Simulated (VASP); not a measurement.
# Al5InAs6 (P31m) in VASP: relaxation of cell and atoms with PBE

Aim: the relaxation of cell and atoms of Al5InAs6 with PBE.

Program: VASP 6.6.1. These are calculated values, not measurements. Logs are shortened: lines on timing, memory, paths and dates and some standing lists are left out, and cuts for length are marked.

**1. The cell of the first run**

It takes space group P31m (No. 157, trigonal). The conventional cell has a = 7.080 Å, b = 7.080 Å, c = 6.723 Å, α = 90.00°, β = 90.00°, γ = 120.00°. Al (site symmetry m) has 4 As at 2.49 to 2.50 Å within 3.3 Å. Al (site symmetry 3) has 4 As at 2.46 to 2.49 Å within 3.2 Å. In (site symmetry 3m) has 4 As at 2.65 to 2.66 Å within 3.5 Å. Within 3.2 Å of As (site symmetry m) lie 3 Al at 2.46 to 2.49 Å and 1 In at 2.65 Å. Within 3.3 Å of As (site symmetry 3) lie 4 Al at 2.49 to 2.50 Å. Within 3.3 Å of As (site symmetry 3m) lie 3 Al at 2.49 Å and 1 In at 2.66 Å.

**2. Relaxation of cell and atoms, PBE**

Contents of INCAR:

```
PREC = Accurate
ENCUT = 600
EDIFF = 1E-6
ISMEAR = 0
SIGMA = 0.02
LREAL = F
LASPH = T
NELM = 60
ALGO = Normal
ISIF = 3
LWAVE = F
LCHARG = F
GGA = PE
IBRION = 2
NSW = 100
EDIFFG = -0.01
```

Contents of KPOINTS:

```
regular mesh
0
Gamma
  6 6 4
```

Contents of POSCAR:

```
Al5InAs6
1.0
    7.0797084479      0.0000000000      0.0000000000
   -3.5398542239      6.1312073672      0.0000000000
    0.0000000000      0.0000000000      6.7228374960
Al In As
5 1 6
Direct
    0.3383534839      0.3383534839      0.0003509034
    0.0000000000      0.6616465161      0.0003509034
    0.6616465161      0.0000000000      0.0003509034
    0.6666666667      0.3333333333      0.5009289518
    0.3333333333      0.6666666667      0.5009289518
    0.0000000000      0.0000000000      0.5021316032
    0.3525792325      0.3525792325      0.3697152392
    0.0000000000      0.6474207675      0.3697152392
    0.6474207675      0.0000000000      0.3697152392
    0.6666666667      0.3333333333      0.8716724721
    0.3333333333      0.6666666667      0.8716724721
    0.0000000000      0.0000000000      0.8984671814
```

Potentials or basis: VASP PAW PBE potentials, release 64 (Al, In_d, As).

Command:

```
$ cat potpaw_PBE.64/Al/POTCAR potpaw_PBE.64/In_d/POTCAR potpaw_PBE.64/As/POTCAR > POTCAR
$ mpirun -np 1 vasp_std > vasp.out
```

OUTCAR:

```text
PREC = Accurate
   ENCUT = 600
   EDIFF = 1E-6
   ISMEAR = 0
   LREAL = F
   LASPH = T
   NELM = 60
   ISIF = 3
   GGA = PE
   IBRION = 2
   NSW = 100
   EDIFFG = -0.01

 ion  position               nearest neighbor table
   1  0.338  0.338  0.000-   7 2.49  12 2.49  11 2.50  10 2.50
   2  0.000  0.662  0.000-   8 2.49  12 2.49  11 2.50  10 2.50
   3  0.662  0.000  0.000-   9 2.49  12 2.49  10 2.50  11 2.50
   4  0.667  0.333  0.501-   9 2.46   8 2.46   7 2.46  10 2.49
   5  0.333  0.667  0.501-   8 2.46   9 2.46   7 2.46  11 2.49
   6  0.000  0.000  0.502-   8 2.65   7 2.65   9 2.65  12 2.66
   7  0.353  0.353  0.370-   5 2.46   4 2.46   1 2.49   6 2.65
   8  0.000  0.647  0.370-   5 2.46   4 2.46   2 2.49   6 2.65
   9  0.647  0.000  0.370-   4 2.46   5 2.46   3 2.49   6 2.65
  10  0.667  0.333  0.872-   4 2.49   3 2.50   2 2.50   1 2.50
  11  0.333  0.667  0.872-   5 2.49   2 2.50   3 2.50   1 2.50
  12  0.000  0.000  0.898-   2 2.49   1 2.49   3 2.49   6 2.66

  LATTYP: Found a hexagonal cell.
 ALAT       =     7.0797084479
 C/A-ratio  =     0.9495924226

  Lattice vectors:

 A1 = (   7.0797084479,   0.0000000000,   0.0000000000)
 A2 = (  -3.5398542239,   6.1312073672,   0.0000000000)
 A3 = (   0.0000000000,   0.0000000000,   6.7228374960)

Analysis of symmetry for initial positions (statically):
=====================================================================
 Subroutine PRICEL returns:
 Original cell was already a primitive cell.

 Routine SETGRP: Setting up the symmetry group for a
 hexagonal supercell.

 Subroutine GETGRP returns: Found  6 space group operations
 (whereof  6 operations were pure point group operations)
 out of a pool of 24 trial point group operations.

The static configuration has the point symmetry C_3v.

Analysis of symmetry for dynamics (positions and initial velocities):
=====================================================================
 Subroutine PRICEL returns:
 Original cell was already a primitive cell.

 Routine SETGRP: Setting up the symmetry group for a
 hexagonal supercell.

 Subroutine GETGRP returns: Found  6 space group operations
 (whereof  6 operations were pure point group operations)
 out of a pool of 24 trial point group operations.

The dynamic configuration has the point symmetry C_3v.

 Subroutine INISYM returns: Found  6 space group operations
 (whereof  6 operations are pure point group operations),
 and found     1 'primitive' translations

----------------------------------------------------------------------------------------

                                     Primitive cell

  volume of cell :     291.8193

  direct lattice vectors                    reciprocal lattice vectors
     7.079708448  0.000000000  0.000000000     0.141248754  0.081550006  0.000000000
    -3.539854224  6.131207367  0.000000000     0.000000000  0.163100013  0.000000000
     0.000000000  0.000000000  6.722837496     0.000000000  0.000000000  0.148746716

  length of vectors
     7.079708448  7.079708448  6.722837496     0.163100013  0.163100013  0.148746716

  position of ions in fractional coordinates (direct lattice)
     0.338353484  0.338353484  0.000350903
     1.000000000  0.661646516  0.000350903
     0.661646516  0.000000000  0.000350903
     0.666666667  0.333333333  0.500928952
     0.333333333  0.666666667  0.500928952
     0.000000000  0.000000000  0.502131603
     0.352579232  0.352579232  0.369715239
     1.000000000  0.647420768  0.369715239
     0.647420768  0.000000000  0.369715239
     0.666666667  0.333333333  0.871672472
     0.333333333  0.666666667  0.871672472
     0.000000000  0.000000000  0.898467181

  ion indices of the primitive-cell ions
   primitive index   ion index
                 1           1
                 2           2
                 3           3
                 4           4
                 5           5
                 6           6
                 7           7
                 8           8
                 9           9
                10          10
                11          11
                12          12

----------------------------------------------------------------------------------------

 KPOINTS: regular mesh

Automatic generation of k-mesh.
 Grid dimensions read from file:
 generate k-points for:    6    6    4

 Generating k-lattice:

  Cartesian coordinates                     Fractional coordinates (reciprocal lattice)
     0.023541459  0.013591668  0.000000000     0.166666667  0.000000000  0.000000000
     0.000000000  0.027183335  0.000000000     0.000000000  0.166666667  0.000000000
     0.000000000  0.000000000  0.037186679     0.000000000  0.000000000  0.250000000

  Length of vectors
     0.027183335  0.027183335  0.037186679

  Shift w.r.t. Gamma in fractional coordinates (k-lattice)
     0.000000000  0.000000000  0.000000000

 Subroutine IBZKPT returns following result:
 ===========================================

 Found     24 irreducible k-points:

 Following reciprocal coordinates:
            Coordinates               Weight
  0.000000  0.000000  0.000000      1.000000
  0.166667  0.000000  0.000000      6.000000
  0.333333  0.000000  0.000000      6.000000
  0.500000  0.000000  0.000000      3.000000
  0.166667  0.166667  0.000000      6.000000
  0.333333  0.166667  0.000000     12.000000
[... 16 lines left out ...]
  0.333333  0.166667  0.500000     12.000000
  0.333333  0.333333  0.500000      2.000000
   k-points           NKPTS =     24   k-points in BZ     NKDIM =     24   number of bands    NBANDS=     36
   number of dos      NEDOS =    301   number of ions     NIONS =     12
   total plane-waves  NPLWV = 194400
   dimension x,y,z NGX =    60 NGY =   60 NGZ =   54
   dimension x,y,z NGXF=   120 NGYF=  120 NGZF=  108
   ions per type =               5   1   6
   NGX,Y,Z   is equivalent  to a cutoff of  14.09, 14.09, 13.35 a.u.
   NGXF,Y,Z  is equivalent  to a cutoff of  28.18, 28.18, 26.71 a.u.
 SYSTEM =  unknown system
   PREC   = accura    normal or accurate (medium, high low for compatibility)
   ISTART =      0    job   : 0-new  1-cont  2-samecut
   ICHARG =      2    charge: 1-file 2-atom 10-const
   ISPIN  =      1    spin polarized calculation?
   LNONCOLLINEAR =      F non collinear calculations
   LSORBIT =      F    spin-orbit coupling
   LASPH  =      T    aspherical Exc in radial PAW
   ENCUT  =  600.0 eV  44.10 Ry    6.64 a.u.  14.14 14.14 13.43*2*pi/ulx,y,z
   NELM   =     60;   NELMIN=  2; NELMDL= -5     # of ELM steps
   EDIFF  = 0.1E-05   stopping-criterion for ELM
   LREAL  =      F    real-space projection
   EDIFFG = -.1E-01   stopping-criterion for IOM
   NSW    =    100    number of steps for IOM
   IBRION =      2    ionic relax: 0-MD 1-quasi-New 2-CG
   NFREE  =      1    steps in history (QN), initial steepest desc. (CG)
   ISIF   =      3    stress and relaxation
   ISYM   =      2    0-nonsym 1-usesym 2-fastsym
   POTIM  = 0.5000    time-step for ionic-motion
   TEBEG  =    0.0;   TEEND  =   0.0 temperature during run
   PSTRESS=    0.0 pullay stress
   NELECT =      58.0000    total number of electrons
   NUPDOWN=      -1.0000    fix difference up-down
   EMIN   =  10.00;   EMAX   =-10.00  energy-range for DOS
   EFERMI =   0.00;   METHOD = LEGACY
   ISMEAR =     0;   SIGMA  =   0.02  broadening in eV -4-tet -1-fermi 0-gaus
   EFERMI_NEDOS =   21; number of points for ismear=-14 and -15
   IALGO  =     38    algorithm
   IMIX   =      4    mixing-type and parameters
     AMIX     =   0.40;   BMIX     =  1.00
     AMIX_MAG =   1.60;   BMIX_MAG =  1.00
  volume/ion in A,a.u.               =      24.32       164.11
  Fermi-wavevector in a.u.,A,eV,Ry     =   0.955387  1.805420 12.418922  0.912765
  Thomas-Fermi vector in A             =   2.084220
   LORBIT       =      0    0 simple, 1 ext, 2 COOP (PROOUT), +10 PAW based schemes
   GGA     = PE    functional components
   LHFCALC =     F    Hartree Fock is set to
   AEXX    =    0.0000 exact exchange contribution
   IVDW    =     0    specifies the selected vdW correction
   LEPSILON=     F    determine dielectric tensor
   LRPA    =     F    only Hartree local field effects (RPA)
 conjugate gradient relaxation of ions
 non-spin polarized calculation
 Gauss-broadening in eV      SIGMA  =   0.02
  energy-cutoff  :      600.00
  volume of cell :      291.82
 maximum number of plane-waves:      9770
 NGX is ok and might be reduce to    60
   NGX = 29   NGY = 29   NGZ = 27

--------------------------------------- Ionic step        1  -------------------------------------------

 number of electron      58.0000004 magnetization

 Free energy of the ion-electron system (eV)
  ---------------------------------------------------
  ext. energy  EPLUGINS =         0.00000000
  ---------------------------------------------------
  free energy    TOTEN  =       -54.54940558 eV

  energy without entropy =      -54.54940558  energy(sigma->0) =      -54.54940558

------------------------ aborting loop because EDIFF is reached ----------------------------------------

  FORCE on cell =-STRESS in cart. coord.  units (eV):
  Direction    XX          YY          ZZ          XY          YZ          ZX
  --------------------------------------------------------------------------------------
  -------------------------------------------------------------------------------------
  Total        0.4938913      0.4938913      0.4620047      0.0000000      0.0000000     -0.0000000
  in kB        2.7116148      2.7116148      2.5365475      0.0000000      0.0000000     -0.0000000
  external PRESSURE =       2.6532591 kB  Pullay stress =       0.0000000 kB
[... 77 lines left out ...]
  energy  without entropy=      -54.5501995773  energy(sigma->0) =      -54.55019958

--------------------------------------- Ionic step        3  -------------------------------------------

 number of electron      58.0000004 magnetization

 Free energy of the ion-electron system (eV)
  ---------------------------------------------------
  ext. energy  EPLUGINS =         0.00000000
  ---------------------------------------------------
  free energy    TOTEN  =       -54.55037685 eV

  energy without entropy =      -54.55037685  energy(sigma->0) =      -54.55037685

 E-fermi :   3.9020     XC(G=0):  -8.9025

 val. band max:        3.7679389649   @ k =   0.0000   0.0000   0.0000
 cond. band min:       5.1027902113   @ k =   0.0000   0.0000   0.0000
 fundamental gap:      1.3348512464
 Fermi energy:         3.9019964218

 k-point     1 :       0.0000    0.0000    0.0000
  band No.  band energies     occupation
      1     -10.3727      2.00000
      2     -10.3727      2.00000
      3     -10.3719      2.00000
      4     -10.2575      2.00000
      5     -10.2575      2.00000
      6      -7.9744      2.00000
[... 964 lines left out ...]
  FREE ENERGIE OF THE ION-ELECTRON SYSTEM (eV)
  ---------------------------------------------------
  free  energy   TOTEN  =       -54.5503768456 eV

  energy  without entropy=      -54.5503768456  energy(sigma->0) =      -54.55037685

 reached required accuracy - stopping structural energy minimisation
```

It took 19 min on 1 thread of Oxide Virtual Turin-like, shared host; peak memory 0.62 GiB.

Results:

* Free energy: -54.5504 eV
* Relaxed volume: 24.42 Å³/atom
* Relaxed cell: a = 7.089 Å, b = 7.089 Å, c = 6.732 Å, α = 90.00°, β = 90.00°, γ = 120.00°
* Space group after relaxing (to 0.1 Å): P31m (No. 157)
* Energy gained by relaxing: 0.1 meV/atom
* Ionic steps: 3
* Pressure after relaxing: 0.0 GPa
* Largest force after relaxing: 0.006 eV/Å
* Band gap on the k mesh: 1.33 eV

Forces in eV/Å, atoms in the order of the input:
```
Al  -0.001 -0.001  0.000
Al  -0.001  0.001  0.000
Al   0.001  0.000  0.000
Al   0.000  0.000 -0.005
Al   0.000  0.000 -0.005
In   0.000  0.000 -0.006
As   0.000 -0.001  0.004
As   0.000  0.001  0.004
As   0.001  0.000  0.004
As   0.000  0.000  0.004
As   0.000  0.000  0.004
As   0.000  0.000 -0.002
```

Step by step:
| step | energy change (eV) | largest force (eV/Å) | pressure (GPa) | volume (Å³) |
| --- | --- | --- | --- | --- |
| 1 | 0.0000 | 0.0045 | 0.27 | 291.82 |
| 2 | -0.0008 | 0.0064 | -0.11 | 293.52 |
| 3 | -0.0010 | 0.0062 | 0.00 | 293.01 |

Final structure:
```yaml
crystal:
  lattice:
    - [7.08950, 0.00000, 0.00000]
    - [-3.54475, 6.13969, 0.00000]
    - [0.00000, 0.00000, 6.73153]
  atoms:
    - { symbol: Al, position: [0.33835, 0.33835, 0.00034] }
    - { symbol: Al, position: [0.00000, 0.66165, 0.00034] }
    - { symbol: Al, position: [0.66165, 0.00000, 0.00034] }
    - { symbol: Al, position: [0.66667, 0.33333, 0.50092] }
    - { symbol: Al, position: [0.33333, 0.66667, 0.50092] }
    - { symbol: In, position: [0.00000, 0.00000, 0.50211] }
    - { symbol: As, position: [0.35258, 0.35258, 0.36973] }
    - { symbol: As, position: [0.00000, 0.64742, 0.36973] }
    - { symbol: As, position: [0.64742, 0.00000, 0.36973] }
    - { symbol: As, position: [0.66667, 0.33333, 0.87169] }
    - { symbol: As, position: [0.33333, 0.66667, 0.87169] }
    - { symbol: As, position: [0.00000, 0.00000, 0.89846] }
```

Caveat: spin-orbit coupling is left out, which moves the levels of the heavy elements.
